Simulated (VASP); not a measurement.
# TiW2C3 (P-3m1) in VASP: a series of runs

The runs below take TiW2C3 through single point, relaxation of cell and atoms, with PBE.

Everything below comes from runs of VASP 6.6.1. Logs are shortened: lines on timing, memory, paths and dates and some standing lists are left out, and cuts for length are marked.

### Step 1. The cell of the first run

Symmetry: P-3m1, No. 164, trigonal system. The conventional cell has a = 3.054 Å, b = 3.054 Å, c = 7.688 Å, α = 90.00°, β = 90.00°, γ = 120.00°. Ti (site symmetry -3m) has 6 C at 2.17 Å within 2.9 Å. W (site symmetry 3m) has 6 C at 2.16 to 2.21 Å within 2.9 Å. Within 2.9 Å of C (site symmetry 3m) lie 3 W at 2.16 Å and 3 Ti at 2.17 Å. Within 2.9 Å of C (site symmetry -3m) lie 6 W at 2.21 Å.

### Step 2. Single point, PBE, collinear spin, ferromagnetic start

File INCAR:

```
SYSTEM = TiW2C3
  PREC = Accurate
  ENCUT = 520
  EDIFF = 1E-7
  ISMEAR = 0
  SIGMA = 0.1
  LREAL = .False.
  LASPH = .True.
  NELM = 150
  ALGO = Normal
  ISIF = 2
  LWAVE = .False.
  LCHARG = .False.
  ISPIN = 2
  MAGMOM = 1 0 0 0 0 0
  LORBIT = 11
  LMAXMIX = 4
  GGA = PE
  NBANDS = 39
```

File KPOINTS:

```
regular mesh
0
Gamma
  6 6 2
  0 0 0
```

File POSCAR:

```
TiW2C3
1.0
    3.0542544751      0.0000000000      0.0000000000
   -1.5271272375      2.6450619650      0.0000000000
    0.0000000000      0.0000000000      7.6875090845
Ti W C
1 2 3
Direct
    0.0000000000      0.0000000000      0.0000000000
    0.3333333333      0.6666666667      0.3272247803
    0.6666666667      0.3333333333      0.6727752197
    0.3333333333      0.6666666667      0.8359589286
    0.6666666667      0.3333333333      0.1640410714
    0.0000000000      0.0000000000      0.5000000000
```

Potentials or basis: VASP PAW PBE potentials, release 64 (Ti_sv, W_sv, C).

The run is started by

```sh
$ cat potpaw_PBE.64/Ti_sv/POTCAR potpaw_PBE.64/W_sv/POTCAR potpaw_PBE.64/C/POTCAR > POTCAR
$ mpirun -np 1 vasp_std > vasp.out
```

OUTCAR:

```text
SYSTEM = TiW2C3
   PREC = Accurate
   ENCUT = 520
   EDIFF = 1E-7
   ISMEAR = 0
   LREAL = .False.
   LASPH = .True.
   NELM = 150
   ISIF = 2
   ISPIN = 2
   LORBIT = 11
   GGA = PE

 ion  position               nearest neighbor table
   1  0.000  0.000  0.000-   4 2.17   5 2.17   4 2.17   5 2.17   5 2.17   4 2.17   2 3.07   3 3.07
                             2 3.07   3 3.07   2 3.07   3 3.07
   2  0.333  0.667  0.327-   5 2.16   5 2.16   5 2.16   6 2.21   6 2.21   6 2.21   1 3.07   1 3.07
                             1 3.07   3 3.19   3 3.19   3 3.19
   3  0.667  0.333  0.673-   4 2.16   4 2.16   4 2.16   6 2.21   6 2.21   6 2.21   1 3.07   1 3.07
                             1 3.07   2 3.19   2 3.19   2 3.19
   4  0.333  0.667  0.836-   3 2.16   3 2.16   3 2.16   1 2.17   1 2.17   1 2.17
   5  0.667  0.333  0.164-   2 2.16   2 2.16   2 2.16   1 2.17   1 2.17   1 2.17
   6  0.000  0.000  0.500-   2 2.21   3 2.21   2 2.21   3 2.21   3 2.21   2 2.21

  LATTYP: Found a hexagonal cell.
 ALAT       =     3.0542544751
 C/A-ratio  =     2.5169838162

  Lattice vectors:

 A1 = (   3.0542544751,   0.0000000000,   0.0000000000)
 A2 = (  -1.5271272375,   2.6450619650,   0.0000000000)
 A3 = (   0.0000000000,   0.0000000000,   7.6875090845)

Analysis of symmetry for initial positions (statically):
=====================================================================
 Subroutine PRICEL returns:
 Original cell was already a primitive cell.

 Routine SETGRP: Setting up the symmetry group for a
 hexagonal supercell.

 Subroutine GETGRP returns: Found 12 space group operations
 (whereof 12 operations were pure point group operations)
 out of a pool of 24 trial point group operations.

The static configuration has the point symmetry D_3d.

Analysis of symmetry for dynamics (positions and initial velocities):
=====================================================================
 Subroutine PRICEL returns:
 Original cell was already a primitive cell.

 Routine SETGRP: Setting up the symmetry group for a
 hexagonal supercell.

 Subroutine GETGRP returns: Found 12 space group operations
 (whereof 12 operations were pure point group operations)
 out of a pool of 24 trial point group operations.

The dynamic configuration has the point symmetry D_3d.

Analysis of structural, dynamic, and magnetic symmetry:
=====================================================================
 Subroutine PRICEL returns:
 Original cell was already a primitive cell.

 Routine SETGRP: Setting up the symmetry group for a
 hexagonal supercell.

 Subroutine GETGRP returns: Found 12 space group operations
 (whereof 12 operations were pure point group operations)
 out of a pool of 24 trial point group operations.

The overall configuration has the point symmetry D_3d.

 Subroutine INISYM returns: Found 12 space group operations
 (whereof 12 operations are pure point group operations),
 and found     1 'primitive' translations

----------------------------------------------------------------------------------------

                                     Primitive cell

  volume of cell :      62.1050

  direct lattice vectors                    reciprocal lattice vectors
     3.054254475  0.000000000  0.000000000     0.327412142  0.189031488  0.000000000
    -1.527127238  2.645061965  0.000000000     0.000000000  0.378062977  0.000000000
     0.000000000  0.000000000  7.687509085     0.000000000  0.000000000  0.130081147

  length of vectors
     3.054254475  3.054254475  7.687509085     0.378062977  0.378062977  0.130081147

  position of ions in fractional coordinates (direct lattice)
     0.000000000  0.000000000  0.000000000
     0.333333333  0.666666667  0.327224780
     0.666666667  0.333333333  0.672775220
     0.333333333  0.666666667  0.835958929
     0.666666667  0.333333333  0.164041071
     0.000000000  0.000000000  0.500000000

  ion indices of the primitive-cell ions
   primitive index   ion index
                 1           1
                 2           2
                 3           3
                 4           4
                 5           5
                 6           6

[... 39 lines left out ...]
  0.166667  0.166667  0.500000      6.000000
  0.333333  0.166667  0.500000     12.000000
  0.333333  0.333333  0.500000      2.000000
   k-points           NKPTS =     14   k-points in BZ     NKDIM =     14   number of bands    NBANDS=     39
   number of dos      NEDOS =    301   number of ions     NIONS =      6
   total plane-waves  NPLWV =  34560
   dimension x,y,z NGX =    24 NGY =   24 NGZ =   60
   dimension x,y,z NGXF=    48 NGYF=   48 NGZF=  120
   ions per type =               1   2   3
   NGX,Y,Z   is equivalent  to a cutoff of  13.06, 13.06, 12.98 a.u.
   NGXF,Y,Z  is equivalent  to a cutoff of  26.13, 26.13, 25.95 a.u.
 SYSTEM =  TiW2C3
   PREC   = accura    normal or accurate (medium, high low for compatibility)
   ISTART =      0    job   : 0-new  1-cont  2-samecut
   ICHARG =      2    charge: 1-file 2-atom 10-const
   ISPIN  =      2    spin polarized calculation?
   LNONCOLLINEAR =      F non collinear calculations
   LSORBIT =      F    spin-orbit coupling
   LASPH  =      T    aspherical Exc in radial PAW
   ENCUT  =  520.0 eV  38.22 Ry    6.18 a.u.   5.68  5.68 14.29*2*pi/ulx,y,z
   NELM   =    150;   NELMIN=  2; NELMDL= -5     # of ELM steps
   EDIFF  = 0.1E-06   stopping-criterion for ELM
   LREAL  =      F    real-space projection
   EDIFFG = 0.1E-05   stopping-criterion for IOM
   NSW    =      0    number of steps for IOM
   IBRION =     -1    ionic relax: 0-MD 1-quasi-New 2-CG
   NFREE  =      0    steps in history (QN), initial steepest desc. (CG)
   ISIF   =      2    stress and relaxation
   ISYM   =      2    0-nonsym 1-usesym 2-fastsym
   POTIM  = 0.5000    time-step for ionic-motion
   TEBEG  =    0.0;   TEEND  =   0.0 temperature during run
   PSTRESS=    0.0 pullay stress
   NELECT =      52.0000    total number of electrons
   NUPDOWN=      -1.0000    fix difference up-down
   EMIN   =  10.00;   EMAX   =-10.00  energy-range for DOS
   EFERMI =   0.00;   METHOD = LEGACY
   ISMEAR =     0;   SIGMA  =   0.10  broadening in eV -4-tet -1-fermi 0-gaus
   EFERMI_NEDOS =   21; number of points for ismear=-14 and -15
   IALGO  =     38    algorithm
   IMIX   =      4    mixing-type and parameters
     AMIX     =   0.40;   BMIX     =  1.00
     AMIX_MAG =   1.60;   BMIX_MAG =  1.00
  volume/ion in A,a.u.               =      10.35        69.85
  Fermi-wavevector in a.u.,A,eV,Ry     =   1.543004  2.915855 32.393584  2.380861
  Thomas-Fermi vector in A             =   2.648728
   LORBIT       =     11    0 simple, 1 ext, 2 COOP (PROOUT), +10 PAW based schemes
   GGA     = PE    functional components
   LHFCALC =     F    Hartree Fock is set to
   AEXX    =    0.0000 exact exchange contribution
   IVDW    =     0    specifies the selected vdW correction
   LEPSILON=     F    determine dielectric tensor
   LRPA    =     F    only Hartree local field effects (RPA)
 spin polarized calculation
 Gauss-broadening in eV      SIGMA  =   0.10
  energy-cutoff  :      520.00
  volume of cell :       62.11
 maximum number of plane-waves:      1697
 NGX is ok and might be reduce to    24
   NGX = 11   NGY = 11   NGZ = 29

 number of electron      51.9999999 magnetization       0.0017246

 Free energy of the ion-electron system (eV)
  ---------------------------------------------------
  ext. energy  EPLUGINS =         0.00000000
  ---------------------------------------------------
  free energy    TOTEN  =       -62.41736644 eV

  energy without entropy =      -62.38971463  energy(sigma->0) =      -62.40354054

 E-fermi :  11.7574     XC(G=0): -13.4199

 val. band max:       11.7467651932   @ k =   0.3333   0.1667   0.0000
 cond. band min:      11.7709076575   @ k =   0.3333   0.1667   0.5000
 fundamental gap:      0.0241424643
 Fermi energy:        11.7573958321

 spin component 1

 k-point     1 :       0.0000    0.0000    0.0000
  band No.  band energies     occupation
      1     -63.5828      1.00000
      2     -63.5703      1.00000
      3     -45.7502      1.00000
      4     -27.9349      1.00000
      5     -27.7028      1.00000
      6     -27.6277      1.00000
[... 563 lines left out ...]
     37      17.4248      0.00000
     38      17.6957      0.00000
 Fermi energy:        11.7573958321

 spin component 2

 k-point     1 :       0.0000    0.0000    0.0000
  band No.  band energies     occupation
      1     -63.5825      1.00000
      2     -63.5700      1.00000
      3     -45.7502      1.00000
      4     -27.9345      1.00000
      5     -27.7023      1.00000
      6     -27.6274      1.00000
[... 563 lines left out ...]
     37      17.4251      0.00000
     38      17.6960      0.00000
 [bands above 38 left out]

------------------------ aborting loop because EDIFF is reached ----------------------------------------

  FORCE on cell =-STRESS in cart. coord.  units (eV):
  Direction    XX          YY          ZZ          XY          YZ          ZX
  --------------------------------------------------------------------------------------
  -------------------------------------------------------------------------------------
  Total        0.2728757      0.2728757      0.2490594      0.0000000      0.0000000      0.0000000
  in kB        7.0396110      7.0396110      6.4252029      0.0000000      0.0000000      0.0000000
  external PRESSURE =       6.8348083 kB  Pullay stress =       0.0000000 kB

 VOLUME and BASIS-vectors are now :
 -----------------------------------------------------------------------------
  energy-cutoff  :      520.00
  volume of cell :       62.11
      direct lattice vectors                 reciprocal lattice vectors
     3.054254475  0.000000000  0.000000000     0.327412142  0.189031488  0.000000000
    -1.527127238  2.645061965  0.000000000     0.000000000  0.378062977  0.000000000
     0.000000000  0.000000000  7.687509085     0.000000000  0.000000000  0.130081147

 POSITION                                       TOTAL-FORCE (eV/Angst)
 -----------------------------------------------------------------------------------
      0.00000      0.00000      0.00000         0.000000      0.000000     -0.000000
     -0.00000      1.76337      2.51554         0.000000      0.000000     -0.013781
      1.52713      0.88169      5.17197        -0.000000      0.000000      0.013781
     -0.00000      1.76337      6.42644         0.000000     -0.000000      0.008681
      1.52713      0.88169      1.26107        -0.000000      0.000000     -0.008681
      0.00000      0.00000      3.84375         0.000000      0.000000     -0.000000
 -----------------------------------------------------------------------------------
    total drift:                                0.000000      0.000000      0.000000

  FREE ENERGIE OF THE ION-ELECTRON SYSTEM (eV)
  ---------------------------------------------------
  free  energy   TOTEN  =       -62.4173664423 eV

  energy  without entropy=      -62.3897146337  energy(sigma->0) =      -62.40354054

 total charge

# of ion       s       p       d       tot
------------------------------------------
    1        2.185   6.234   1.982  10.400
    2        2.317   6.379   3.373  12.069
    3        2.317   6.379   3.373  12.069
    4        0.876   1.563   0.000   2.438
    5        0.876   1.563   0.000   2.438
    6        0.858   1.570   0.000   2.428
--------------------------------------------------
tot          9.428  23.687   8.727  41.842

 magnetization (x)

# of ion       s       p       d       tot
------------------------------------------
    1       -0.000   0.000   0.000   0.000
    2        0.000   0.000   0.000   0.000
    3        0.000   0.000   0.000   0.000
    4       -0.000   0.000   0.000   0.000
    5       -0.000   0.000   0.000   0.000
    6       -0.000   0.000   0.000   0.000
--------------------------------------------------
tot          0.000   0.000   0.001   0.001
```

Run time: 35 s. Hardware: 1 thread of Intel Xeon 6975P-C (Granite Rapids), shared host; peak memory 0.23 GiB.

What came out:

- Free energy: -62.4174 eV
- Pressure: 0.7 GPa
- Largest force: 0.014 eV/Å
- Band gap on the k mesh: zero (filled and empty bands overlap)
- Net moment: 0.00 μB per cell
- Valence electrons inside the program's atomic spheres: Ti 10.40; W 12.07; C 2.44, 2.43

Forces on the atoms (eV/Å):
```
Ti   0.000  0.000  0.000
W    0.000  0.000 -0.014
W    0.000  0.000  0.014
C    0.000  0.000  0.009
C    0.000  0.000 -0.009
C    0.000  0.000  0.000
```

Caveat: the k points lie up to 0.41 Å⁻¹ apart; spin-orbit coupling is left out, which moves the levels of the heavy elements.

### Step 3. Relaxation of cell and atoms, PBE

This run uses another cell than the first one, of 14.56 Å³/atom, 1.407 times its volume.

File INCAR:

```
SYSTEM = TiW2C3
PREC     = Accurate       ! precision mode
ENCUT    = 600            ! plane-wave cutoff, eV
EDIFF    = 1E-7           ! SCF threshold, eV
ISMEAR   = 0              ! smearing method
SIGMA    = 0.1            ! smearing width, eV
LREAL    = .False.        ! projectors in reciprocal space
LASPH    = .True.         ! aspherical terms in the spheres
NELM     = 80             ! most SCF steps
ALGO     = Normal         ! electronic algorithm
ISIF     = 3              ! what is computed and relaxed
LWAVE    = .False.        ! write WAVECAR
LCHARG   = .False.        ! write CHGCAR
GGA      = PE             ! functional
IBRION   = 2              ! ionic algorithm
NSW      = 90             ! ionic steps
EDIFFG   = -0.04          ! ionic threshold
```

KPOINTS is that of step 2.

File POSCAR:

```
TiW2C3
1.0
    3.4533673300      0.0000000000      0.0000000000
   -1.7266836700      2.9907038400      0.0000000000
    0.0000000000      0.0000000000      8.4589878600
Ti W C
1 2 3
Direct
    0.0000000000      0.0000000000      0.0000000000
    0.3333333300      0.6666666700      0.3333333300
    0.6666666700      0.3333333300      0.6666666700
    0.3333333300      0.6666666700      0.8333333300
    0.6666666700      0.3333333300      0.1666666700
    0.0000000000      0.0000000000      0.5000000000
```

Potentials or basis: VASP PAW PBE potentials, release 64 (Ti_sv, W_sv, C).

The run is started by

```sh
$ cat potpaw_PBE.64/Ti_sv/POTCAR potpaw_PBE.64/W_sv/POTCAR potpaw_PBE.64/C/POTCAR > POTCAR
$ mpirun -np 1 vasp_std > vasp.out
```

Wall time 5.2 min (1 thread of Intel Xeon 6975P-C (Granite Rapids), shared host); peak memory 0.26 GiB.

It converged, with:

- Free energy: -62.4446 eV
- Relaxed volume: 10.37 Å³/atom
- Relaxed cell: a = 3.057 Å, b = 3.057 Å, c = 7.691 Å, α = 90.00°, β = 90.00°, γ = 120.00°
- Space group after relaxing (to 0.05 Å): P-3m1 (No. 164)
- Energy gained by relaxing: 954.3 meV/atom
- Ionic steps: 14
- Pressure after relaxing: -0.1 GPa
- Largest force after relaxing: 0.010 eV/Å
- Band gap on the k mesh: zero (band 26 reaches 12.40 eV, above the bottom of band 27 at 11.04 eV)

Forces on the atoms (eV/Å):
```
Ti   0.000  0.000  0.000
W    0.000  0.000 -0.004
W    0.000  0.000  0.004
C    0.000  0.000  0.010
C    0.000  0.000 -0.010
C    0.000  0.000  0.000
```

Step by step:
```
step  energy change (eV)  largest force (eV/Å)  pressure (GPa)  volume (Å³)
   1              0.0000                0.9768          -53.41        87.36
   2             14.1398                6.6777          404.62        39.24
   3             -5.5521                0.5664          -13.71        65.27
   4             -5.6556                0.5842           -6.47        63.65
   5             -5.6823                0.5986            0.26        62.33
   6             -5.6796                0.5937           -2.08        62.77
   7             -5.7085                0.2352           -1.83        62.67
   8             -5.7153                0.3579           -1.32        62.56
   9             -5.7166                0.3001           -1.50        62.60
  10             -5.7208                0.0500            3.01        61.67
  11             -5.7242                0.1535            1.19        62.03
  12             -5.7240                0.1404           -1.09        62.39
  13             -5.7260                0.0427            0.06        62.21
  14             -5.7261                0.0103           -0.11        62.24
```

Final structure:
```yaml
crystal:
  lattice:
    - [3.05679, 0.00000, 0.00000]
    - [-1.52839, 2.64726, 0.00000]
    - [0.00000, 0.00000, 7.69138]
  atoms:
    - { symbol: Ti, position: [0.00000, 0.00000, 0.00000] }
    - { symbol: W, position: [0.33333, 0.66667, 0.32719] }
    - { symbol: W, position: [0.66667, 0.33333, 0.67281] }
    - { symbol: C, position: [0.33333, 0.66667, 0.83588] }
    - { symbol: C, position: [0.66667, 0.33333, 0.16412] }
    - { symbol: C, position: [0.00000, 0.00000, 0.50000] }
```

Levels at points of the mesh, in eV from the Fermi level:
| k point | band 24 | band 25 | band 26 | band 27 | band 28 | band 29 |
| --- | --- | --- | --- | --- | --- | --- |
| (0.00, 0.00, 0.00) | -1.80 | -0.76 | -0.40 | -0.40 | -0.09 | -0.09 |
| (0.50, 0.00, 0.00) | -2.20 | -1.81 | -0.33 | 0.62 | 1.33 | 1.69 |
| (0.00, 0.00, 0.50) | -2.44 | -1.32 | -1.32 | -0.66 | -0.66 | 0.06 |
| (0.50, 0.00, 0.50) | -2.91 | -1.92 | -1.51 | 1.46 | 1.59 | 2.05 |

Caveat: the k points lie up to 0.41 Å⁻¹ apart in the final cell; the volume moved by over 15 % at a fixed basis, so the end points are rough; spin-orbit coupling is left out, which moves the levels of the heavy elements.
